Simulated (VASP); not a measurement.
The system is Ir.

```
CELL_PARAMETERS angstrom
2.75138 0.00000 0.00000
-1.37569 2.38276 0.00000
0.00000 0.00000 4.46229
ATOMIC_POSITIONS crystal
Ir 0.66667 0.33333 0.75000
Ir 0.33333 0.66667 0.25000
```

Base run:

| Item | Value |
| --- | --- |
| Program | VASP 6.6.1 |
| Functional | LDA |
| Potentials or basis | VASP PAW LDA potentials, release 64 (Ir_sv_GW) |
| Cutoff | 500 eV |
| k mesh | 18 × 18 × 10 |
| Occupations | gaussian, width 0.05 eV |
| Spin | no spin polarisation |

Its results: band gap on the k mesh zero (band 17 reaches 13.06 eV, above the bottom of band 18 at 9.87 eV); pressure -19.8 GPa.

Problem. The run is repeated on the same cell with these changes: potentials or basis from VASP PAW LDA potentials, release 64 (Ir_sv_GW) to VASP PAW LDA potentials, release 64 (Ir); cutoff from 500 eV to 520 eV; further incar settings from ALGO = Normal; EDIFF = 1e-06; NBANDS = 24 to ALGO = Normal; EDIFF = 1e-06; NBANDS = 16; valence electrons from 34 to 18. What comes out?

Solution. Band gap on the k mesh zero (band 9 reaches 10.76 eV, above the bottom of band 10 at 7.59 eV); pressure -16.0 GPa.

Caveats: spin-orbit coupling is left out, which moves the levels of the heavy elements.
